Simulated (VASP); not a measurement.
Set up this calculation in VASP 6.6.1, as the native input.

```
Task                   : relaxation of cell and atoms
Functional             : LDA
Potentials or basis    : VASP PAW LDA potentials, release 64 (Mg)
Cutoff                 : 600 eV
k mesh                 : 11 × 11 × 11
Occupations            : gaussian, width 0.15 eV
Spin                   : no spin polarisation
Dipole correction      : no
Further INCAR settings : ALGO = Normal; EDIFF = 1e-06; IBRION = 2; EDIFFG = -0.01; NSW = 80; ISIF = 3
```

The structure of Mg lies in POSCAR:

```
Mg
1.0
   -1.4765000000      1.4765000000      1.4765000000
    1.4765000000     -1.4765000000      1.4765000000
    1.4765000000      1.4765000000     -1.4765000000
Mg
1
Direct
    0.0000000000      0.0000000000      0.0000000000
```

The input as run:

INCAR

```
SYSTEM = Mg
PREC     = Accurate       ! precision mode
ENCUT    = 600            ! plane-wave cutoff, eV
EDIFF    = 1E-6           ! SCF threshold, eV
ISMEAR   = 0              ! smearing method
SIGMA    = 0.15           ! smearing width, eV
LREAL    = .False.        ! projectors in reciprocal space
LASPH    = .True.         ! aspherical terms in the spheres
NELM     = 80             ! most SCF steps
ALGO     = Normal         ! electronic algorithm
ISIF     = 3              ! what is computed and relaxed
LWAVE    = .False.        ! write WAVECAR
LCHARG   = .False.        ! write CHGCAR
GGA      = CA             ! functional
IBRION   = 2              ! ionic algorithm
NSW      = 80             ! ionic steps
EDIFFG   = -0.01          ! ionic threshold
```

KPOINTS

```
regular mesh
0
Gamma
  11 11 11
  0 0 0
```

Potentials or basis: VASP PAW LDA potentials, release 64 (Mg).

The run is started by

```bash
$ cat potpaw_LDA.64/Mg/POTCAR > POTCAR
$ mpirun -np 1 vasp_std > vasp.out
```

It gave:

```yaml
Relaxed_volume: 21.35 Å³/atom
Relaxed_cell: a = 3.027 Å, b = 3.027 Å, c = 3.027 Å, α = 109.47°, β = 109.47°, γ = 109.47°
Space_group_after_relaxing_to_0.05_Å: Im-3m (No. 229)
Energy_gained_by_relaxing: 972.5 meV/atom
Ionic_steps: 20
Pressure_after_relaxing: 0.0 GPa
Band_gap_on_the_k_mesh: zero (band 1 reaches 5.20 eV, above the bottom of band 2 at 2.09 eV)
```

Caveat: the volume moved by over 15 % at a fixed basis, so the end points are rough; the volume moved by +66 % from the deposited cell, more than functionals usually miss.

It took 11 s on 1 thread of Intel(R) Xeon(R) Platinum 8559C (Emerald Rapids), with other jobs on the host, peak memory 0.11 GiB.
